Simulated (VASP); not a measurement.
ZrC: single point with PBE

Crystal: ZrC.

```
Zr C
1.0
     0.00000    2.36500    2.36500
     2.36500    0.00000    2.36500
     2.36500    2.36500    0.00000
Zr C
1 1
Direct
  0.50000 0.50000 0.50000
  0.99789 0.99789 0.00211
```

```yaml
Program: VASP 6.6.1
Task: single point
Functional: PBE
Potentials_or_basis: VASP PAW PBE potentials, release 64 (Zr_sv, C)
Cutoff: 600 eV
k_mesh: 9 × 9 × 9
Occupations: gaussian, width 0.05 eV
Spin: no spin polarisation
```

| Quantity | Value |
| --- | --- |
| Pressure | -2.8 GPa |
| Largest force | 0.071 eV/Å |
| Band gap on the k mesh | zero (bands 8 and 9 overlap by 1.26 eV) |

Forces on the atoms (eV/Å):
```
Zr   0.000  0.000 -0.071
C    0.000  0.000  0.071
```

Levels at points of the mesh, in eV from the Fermi level:
| k point | band 5 | band 6 | band 7 | band 8 | band 9 | band 10 | band 11 | band 12 |
| --- | --- | --- | --- | --- | --- | --- | --- | --- |
| (0.00, 0.00, 0.00) | -11.24 | 0.91 | 0.91 | 0.93 | 1.09 | 1.11 | 1.11 | 2.76 |

Run time: 71 s on 1 thread of Intel Xeon 8259CL, with other jobs on the host, peak memory 0.18 GiB.
